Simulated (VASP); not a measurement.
# Ca2CdSi3 (Fmmm) in VASP: single point with PBE

Aim: the single point of Ca2CdSi3 with PBE.

Program: VASP 6.6.1. These are calculated values, not measurements. Logs are shortened: lines on timing, memory, paths and dates and some standing lists are left out, and cuts for length are marked.

### 1 The cell of the first run

The structure is orthorhombic, space group Fmmm (No. 69). The conventional cell has a = 8.502 Å, b = 8.840 Å, c = 14.715 Å, α = 90.00°, β = 90.00°, γ = 90.00°. Ca (site symmetry m2m) has 10 Si at 3.18 to 3.38 Å and 2 Cd at 3.33 Å and 7 Ca at 4.25 to 4.30 Å within 4.3 Å. Within 4.5 Å of Ca (site symmetry 222) lie 4 Cd at 3.31 Å and 8 Si at 3.34 Å and 8 Ca at 4.25 to 4.42 Å. Within 3.2 Å of Si (site symmetry m) lie 2 Si at 2.35 to 2.36 Å and 1 Cd at 2.54 Å and 2 Ca at 3.19 Å. Si (site symmetry mm2) has 2 Si at 2.36 Å and 1 Cd at 2.57 Å and 2 Ca at 3.18 Å within 3.2 Å. Cd (site symmetry mm2) has 3 Si at 2.54 to 2.57 Å and 6 Ca at 3.31 to 3.33 Å within 3.4 Å.

### 2 Single point, PBE

INCAR

```
SYSTEM = Ca2CdSi3
ALGO     = Normal         ! electronic algorithm
EDIFF    = 1E-7           ! SCF threshold, eV
ENCUT    = 520            ! plane-wave cutoff, eV
GGA      = PE             ! functional
ISIF     = 2              ! what is computed and relaxed
ISMEAR   = -1             ! smearing method
LASPH    = .TRUE.         ! aspherical terms in the spheres
LCHARG   = .TRUE.         ! write CHGCAR
LELF     = .TRUE.         ! ELF
LREAL    = .FALSE.        ! projectors in reciprocal space
LVHAR    = .TRUE.       
LWAVE    = .FALSE.        ! write WAVECAR
NBANDS   = 56             ! bands
NELM     = 100            ! most SCF steps
PREC     = Accurate       ! precision mode
SIGMA    = 0.05           ! smearing width, eV
```

KPOINTS

```
k-points
0
G
  4 4 4
  0 0 0
```

POSCAR

```
Ca2CdSi3
1.0
   -4.2509640000      7.3572610000      0.0000000000
    4.2509640000      0.0000000000      4.4201850000
    4.2509640000      7.3572610000      0.0000000000
Ca Si Cd
4 6 2
Direct
    0.2429428650      0.4858857300      0.7570571350
    0.7570571350      0.5141142700      0.2429428650
    0.2500000000      0.5000000000      0.2500000000
    0.7500000000      0.5000000000      0.7500000000
    0.8389510762      0.0000000000      0.3210734365
    0.1610489238      0.0000000000      0.6789265635
    0.6789265635      0.0000000000      0.1610489238
    0.3210734365      0.0000000000      0.8389510762
    0.1597116778      0.0000000000      0.1597116778
    0.8402883222      0.0000000000      0.8402883222
    0.6658359290      0.0000000000      0.6658359290
    0.3341640710      0.0000000000      0.3341640710
```

Potentials or basis: VASP PAW PBE potentials, release 64 (Ca_sv, Si, Cd).

On the command line:

```bash
$ cat potpaw_PBE.64/Ca_sv/POTCAR potpaw_PBE.64/Si/POTCAR potpaw_PBE.64/Cd/POTCAR > POTCAR
$ mpirun -np 1 vasp_std > vasp.out
```

OUTCAR:

```text
SYSTEM = Ca2CdSi3
   EDIFF = 1E-7
   ENCUT = 520
   GGA = PE
   ISIF = 2
   ISMEAR = -1
   LASPH = .TRUE.
   LREAL = .FALSE.
   NELM = 100
   PREC = Accurate

 ion  position               nearest neighbor table
   1  0.243  0.486  0.757-  11 3.33  12 3.33
   2  0.757  0.514  0.243-  11 3.33  12 3.33
   3  0.250  0.500  0.250-  12 3.31  11 3.31  12 3.31  11 3.31
   4  0.750  0.500  0.750-  12 3.31  11 3.31  12 3.31  11 3.31
   5  0.839  0.000  0.321-   7 2.35   9 2.36  11 2.54
   6  0.161  0.000  0.679-   8 2.35  10 2.36  12 2.54
   7  0.679  0.000  0.161-   5 2.35  10 2.36  12 2.54
   8  0.321  0.000  0.839-   6 2.35   9 2.36  11 2.54
   9  0.160  0.000  0.160-   5 2.36   8 2.36  12 2.57
  10  0.840  0.000  0.840-   6 2.36   7 2.36  11 2.57
  11  0.666  0.000  0.666-   5 2.54   8 2.54  10 2.57   4 3.31   3 3.31   3 3.31   4 3.31   1 3.33
                             2 3.33
  12  0.334  0.000  0.334-   6 2.54   7 2.54   9 2.57   3 3.31   4 3.31   3 3.31   4 3.31   2 3.33
                             1 3.33

  LATTYP: Found a face centered orthorhombic cell.
 ALAT       =     8.5019280000
 B/A-ratio  =     1.0398076766
 C/A-ratio  =     1.7307276655

  Lattice vectors:

 A1 = (   0.0000000000,   7.3572610000,  -4.4201850000)
 A2 = (   4.2509640000,   7.3572610000,   0.0000000000)
 A3 = (   4.2509640000,   0.0000000000,  -4.4201850000)

Analysis of symmetry for initial positions (statically):
=====================================================================
 Subroutine PRICEL returns:
 Original cell was already a primitive cell.

 Routine SETGRP: Setting up the symmetry group for a
 face centered orthorhombic supercell.

 Subroutine GETGRP returns: Found  8 space group operations
 (whereof  8 operations were pure point group operations)
 out of a pool of  8 trial point group operations.

The static configuration has the point symmetry D_2h.

Analysis of symmetry for dynamics (positions and initial velocities):
=====================================================================
 Subroutine PRICEL returns:
 Original cell was already a primitive cell.

 Routine SETGRP: Setting up the symmetry group for a
 face centered orthorhombic supercell.

 Subroutine GETGRP returns: Found  8 space group operations
 (whereof  8 operations were pure point group operations)
 out of a pool of  8 trial point group operations.

The dynamic configuration has the point symmetry D_2h.

 Subroutine INISYM returns: Found  8 space group operations
 (whereof  8 operations are pure point group operations),
 and found     1 'primitive' translations

----------------------------------------------------------------------------------------

                                     Primitive cell

  volume of cell :     276.4866

  direct lattice vectors                    reciprocal lattice vectors
    -4.250964000  7.357261000  0.000000000    -0.117620380  0.067960074  0.113117437
     4.250964000  0.000000000  4.420185000     0.000000000  0.000000000  0.226234875
     4.250964000  7.357261000  0.000000000     0.117620380  0.067960074 -0.113117437

  length of vectors
     8.497057394  6.132595728  8.497057394     0.176772962  0.226234875  0.176772962

  position of ions in fractional coordinates (direct lattice)
     0.242942865  0.485885730  0.757057135
     0.757057135  0.514114270  0.242942865
     0.250000000  0.500000000  0.250000000
     0.750000000  0.500000000  0.750000000
     0.838951076  0.000000000  0.321073437
     0.161048924  0.000000000  0.678926563
     0.678926563  0.000000000  0.161048924
     0.321073437  0.000000000  0.838951076
     0.159711678  0.000000000  0.159711678
     0.840288322  0.000000000  0.840288322
     0.665835929  0.000000000  0.665835929
     0.334164071  0.000000000  0.334164071

  ion indices of the primitive-cell ions
   primitive index   ion index
                 1           1
                 2           2
                 3           3
                 4           4
                 5           5
                 6           6
                 7           7
                 8           8
                 9           9
                10          10
                11          11
                12          12

----------------------------------------------------------------------------------------

 KPOINTS: k-points

Automatic generation of k-mesh.
 Grid dimensions read from file:
 generate k-points for:    4    4    4

 Generating k-lattice:

  Cartesian coordinates                     Fractional coordinates (reciprocal lattice)
    -0.029405095  0.016990018  0.028279359     0.250000000  0.000000000  0.000000000
     0.000000000  0.000000000  0.056558719     0.000000000  0.250000000  0.000000000
     0.029405095  0.016990018 -0.028279359     0.000000000 -0.000000000  0.250000000

  Length of vectors
     0.044193240  0.056558719  0.044193240

  Shift w.r.t. Gamma in fractional coordinates (k-lattice)
     0.000000000  0.000000000  0.000000000

 Subroutine IBZKPT returns following result:
 ===========================================

 Found     18 irreducible k-points:

 Following reciprocal coordinates:
            Coordinates               Weight
  0.000000  0.000000  0.000000      1.000000
  0.250000 -0.000000 -0.000000      8.000000
  0.500000 -0.000000 -0.000000      4.000000
  0.000000  0.250000  0.000000      2.000000
  0.250000  0.250000 -0.000000      8.000000
  0.500000  0.250000 -0.000000      4.000000
[... 10 lines left out ...]
  0.500000  0.250000  0.500000      2.000000
  0.500000  0.500000  0.500000      1.000000
   k-points           NKPTS =     18   k-points in BZ     NKDIM =     18   number of bands    NBANDS=     56
   number of dos      NEDOS =    301   number of ions     NIONS =     12
   total plane-waves  NPLWV = 196608
   dimension x,y,z NGX =    64 NGY =   48 NGZ =   64
   dimension x,y,z NGXF=   128 NGYF=   96 NGZF=  128
   ions per type =               4   6   2
   NGX,Y,Z   is equivalent  to a cutoff of  12.52, 13.01, 12.52 a.u.
   NGXF,Y,Z  is equivalent  to a cutoff of  25.04, 26.02, 25.04 a.u.
 SYSTEM =  Ca2CdSi3
   PREC   = accura    normal or accurate (medium, high low for compatibility)
   ISTART =      0    job   : 0-new  1-cont  2-samecut
   ICHARG =      2    charge: 1-file 2-atom 10-const
   ISPIN  =      1    spin polarized calculation?
   LNONCOLLINEAR =      F non collinear calculations
   LSORBIT =      F    spin-orbit coupling
   LASPH  =      T    aspherical Exc in radial PAW
   ENCUT  =  520.0 eV  38.22 Ry    6.18 a.u.  15.80 11.40 15.80*2*pi/ulx,y,z
   NELM   =    100;   NELMIN=  2; NELMDL= -5     # of ELM steps
   EDIFF  = 0.1E-06   stopping-criterion for ELM
   LREAL  =      F    real-space projection
   EDIFFG = 0.1E-05   stopping-criterion for IOM
   NSW    =      0    number of steps for IOM
   IBRION =     -1    ionic relax: 0-MD 1-quasi-New 2-CG
   NFREE  =      0    steps in history (QN), initial steepest desc. (CG)
   ISIF   =      2    stress and relaxation
   ISYM   =      2    0-nonsym 1-usesym 2-fastsym
   POTIM  = 0.5000    time-step for ionic-motion
   TEBEG  =    0.0;   TEEND  =   0.0 temperature during run
   PSTRESS=    0.0 pullay stress
   NELECT =      88.0000    total number of electrons
   NUPDOWN=      -1.0000    fix difference up-down
   EMIN   =  10.00;   EMAX   =-10.00  energy-range for DOS
   EFERMI =   0.00;   METHOD = LEGACY
   ISMEAR =    -1;   SIGMA  =   0.05  broadening in eV -4-tet -1-fermi 0-gaus
   EFERMI_NEDOS =   21; number of points for ismear=-14 and -15
   IALGO  =     38    algorithm
   IMIX   =      4    mixing-type and parameters
     AMIX     =   0.40;   BMIX     =  1.00
     AMIX_MAG =   1.60;   BMIX_MAG =  1.00
  volume/ion in A,a.u.               =      23.04       155.49
  Fermi-wavevector in a.u.,A,eV,Ry     =   1.117749  2.112240 16.998620  1.249363
  Thomas-Fermi vector in A             =   2.254375
   LORBIT       =      0    0 simple, 1 ext, 2 COOP (PROOUT), +10 PAW based schemes
   GGA     = PE    functional components
   LHFCALC =     F    Hartree Fock is set to
   AEXX    =    0.0000 exact exchange contribution
   IVDW    =     0    specifies the selected vdW correction
   LEPSILON=     F    determine dielectric tensor
   LRPA    =     F    only Hartree local field effects (RPA)
 non-spin polarized calculation
  energy-cutoff  :      520.00
  volume of cell :      276.49
 maximum number of plane-waves:      7476
   NGX = 31   NGY = 23   NGZ = 31

 number of electron      88.0000010 magnetization

 Free energy of the ion-electron system (eV)
  ---------------------------------------------------
  ext. energy  EPLUGINS =         0.00000000
  ---------------------------------------------------
  free energy    TOTEN  =       -45.82217040 eV

  energy without entropy =      -45.78154888  energy(sigma->0) =      -45.80185964

 E-fermi :   4.8479     XC(G=0):  -9.5716

 val. band max:        4.8326414791   @ k =   0.0000   0.2500   0.0000
 cond. band min:       4.8622469182   @ k =   0.5000   0.2500   0.5000
 fundamental gap:      0.0296054392
 Fermi energy:         4.8478570216

 k-point     1 :       0.0000    0.0000    0.0000
  band No.  band energies     occupation
      1     -36.6757      2.00000
      2     -36.6732      2.00000
      3     -36.4698      2.00000
      4     -36.4671      2.00000
      5     -17.7511      2.00000
      6     -17.7282      2.00000
[... 48 lines left out ...]
     55       8.0566      0.00000
     56       8.0617      0.00000

 k-point     2 :       0.2500   -0.0000   -0.0000
  band No.  band energies     occupation
      1     -36.6754      2.00000
      2     -36.6736      2.00000
      3     -36.4694      2.00000
      4     -36.4675      2.00000
      5     -17.7482      2.00000
      6     -17.7320      2.00000
[... 937 lines left out ...]
  band No.  band energies     occupation
      1     -36.6747      2.00000
      2     -36.6742      2.00000
      3     -36.4686      2.00000
      4     -36.4682      2.00000
      5     -17.7575      2.00000
      6     -17.7250      2.00000
[... 48 lines left out ...]
     55       7.6819      0.00000
     56       7.7344      0.00000

------------------------ aborting loop because EDIFF is reached ----------------------------------------

  FORCE on cell =-STRESS in cart. coord.  units (eV):
  Direction    XX          YY          ZZ          XY          YZ          ZX
  --------------------------------------------------------------------------------------
  -------------------------------------------------------------------------------------
  Total       -2.7214779     -2.6971789     -1.4373715      0.0000000      0.0000000      0.0000000
  in kB      -15.7703512    -15.6295440     -8.3292439      0.0000000      0.0000000      0.0000000
  external PRESSURE =     -13.2430464 kB  Pullay stress =       0.0000000 kB

 VOLUME and BASIS-vectors are now :
 -----------------------------------------------------------------------------
  energy-cutoff  :      520.00
  volume of cell :      276.49
      direct lattice vectors                 reciprocal lattice vectors
    -4.250964000  7.357261000  0.000000000    -0.117620380  0.067960074  0.113117437
     4.250964000  0.000000000  4.420185000     0.000000000  0.000000000  0.226234875
     4.250964000  7.357261000  0.000000000     0.117620380  0.067960074 -0.113117437

 POSITION                                       TOTAL-FORCE (eV/Angst)
 -----------------------------------------------------------------------------------
      4.25096      7.35726      2.14770         0.000000     -0.000000     -0.000537
      0.00000      7.35726      2.27248         0.000000     -0.000000      0.000537
      2.12548      3.67863      2.21009         0.000000     -0.000000      0.000000
      2.12548     11.03589      2.21009         0.000000     -0.000000      0.000000
     -2.20148      8.53460      0.00000        -0.024545     -0.008569      0.000000
      2.20148      6.17992      0.00000         0.024545      0.008569      0.000000
     -2.20148      6.17992      0.00000        -0.024545      0.008569      0.000000
      2.20148      8.53460      0.00000         0.024545     -0.008569      0.000000
      0.00000      2.35008      0.00000         0.000000     -0.018172      0.000000
      0.00000     12.36444      0.00000         0.000000      0.018172      0.000000
      0.00000      9.79746      0.00000         0.000000      0.002780      0.000000
      0.00000      4.91706      0.00000         0.000000     -0.002780      0.000000
 -----------------------------------------------------------------------------------
    total drift:                                0.000000      0.000000      0.000000

  FREE ENERGIE OF THE ION-ELECTRON SYSTEM (eV)
  ---------------------------------------------------
  free  energy   TOTEN  =       -45.8221704048 eV

  energy  without entropy=      -45.7815488798  energy(sigma->0) =      -45.80185964
```

Wall time 11 min (1 thread of AMD EPYC 7R43 (Zen 3), shared host); peak memory 0.57 GiB.

Results:

```yaml
Free_energy: -45.8222 eV
Pressure: -1.3 GPa
Largest_force: 0.026 eV/Å
Band_gap_on_the_k_mesh: zero (bands 44 and 45 overlap by 1.10 eV)
```

Forces in eV/Å, atoms in the order of the input:
```
Ca   0.000  0.000 -0.001
Ca   0.000  0.000  0.001
Ca   0.000  0.000  0.000
Ca   0.000  0.000  0.000
Si  -0.025 -0.009  0.000
Si   0.025  0.009  0.000
Si  -0.025  0.009  0.000
Si   0.025 -0.009  0.000
Si   0.000 -0.018  0.000
Si   0.000  0.018  0.000
Cd   0.000  0.003  0.000
Cd   0.000 -0.003  0.000
```

Stress tensor (GPa, compression positive):
```
-1.58  0.00  0.00
 0.00 -1.56  0.00
 0.00  0.00 -0.83
```

The gap in the log of VASP goes by the Fermi energy; the results here count the filled bands.